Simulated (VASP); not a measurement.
Write the native input for VASP 6.6.1 that does the following.

| Item | Value |
| --- | --- |
| Task | single point |
| Functional | PBE |
| Potentials or basis | VASP PAW PBE potentials, release 64 (Si) |
| Cutoff | 520 eV |
| k mesh | 1 × 1 × 1, shifted |
| Occupations | fermi-dirac, width 0.218 eV |
| Spin | no spin polarisation |
| Dipole correction | no |
| Further INCAR settings | LREAL = Auto; ALGO = Normal; EDIFF = 1e-06; NBANDS = 56; ISYM = 0 |

The structure of Si lies in POSCAR:

```
Si
1.0
    7.2812860000      0.0138440000     -0.2431290000
    0.0138440000      7.4715990000     -0.0584000000
   -0.2431290000     -0.0584000000      7.1523540000
Si
20
Direct
    0.1773726438      1.3301987724      0.6792699357
    0.3006379087      0.6238876344      1.0507578109
    0.7799460211      0.0662157993      0.0296827448
    0.3494263798      0.4442447443      0.3776206518
    0.6503420761      0.8654693084      0.4784752581
    0.8881903894      0.6332187544      0.0251493168
    0.0150816676      0.7648555798      0.3473283560
    0.2093244149      0.8576347922      0.8306702531
   -0.0587956501      0.3387341369      0.8995491758
    0.4793071700      0.3220387954      0.6504155889
    0.0333715730      0.1702140067      0.3291232642
    0.9240439613      0.0112766573      0.5932384556
    0.5071940753      1.0180499679      0.7136252913
    0.5269732659      0.2904140121      0.0131928120
    0.9717571605      0.4923110175      0.4899060240
    0.3456487424      0.7303640293      0.5511868529
    0.6188792796      0.7668430533     -0.1291857010
    0.6428530107      0.6320743504      0.1542763895
    0.4470113671     -0.0603845373      0.1872324789
    0.2291855631      0.1680236165      1.0177385286
```

One way to write it, as run:

INCAR

```
PREC = Accurate
ENCUT = 520
EDIFF = 1E-6
ISMEAR = -1
SIGMA = 0.218
LREAL = Auto
LASPH = True
NELM = 100
ALGO = Normal
ISIF = 2
LWAVE = False
LCHARG = False
GGA = PE
NBANDS = 56
ISYM = 0
```

KPOINTS

```
Automatic mesh
0
Gamma
  1 1 1
  0.25 0.25 0.25
```

Potentials or basis: VASP PAW PBE potentials, release 64 (Si).

Run with:

```console
$ cat potpaw_PBE.64/Si/POTCAR > POTCAR
$ mpirun -np 1 vasp_std > vasp.out
```

Results of the run:

| Quantity | Value |
| --- | --- |
| Pressure | -1.1 GPa |
| Largest force | 5.500 eV/Å |
| Band gap on the k mesh | 0.26 eV |

Caveat: the k points lie up to 0.88 Å⁻¹ apart.

Wall time 43 s on 1 thread of Intel(R) Xeon(R) Platinum 8375C CPU @ 2.90GHz (Ice Lake) (shared host), peak memory 0.34 GiB.
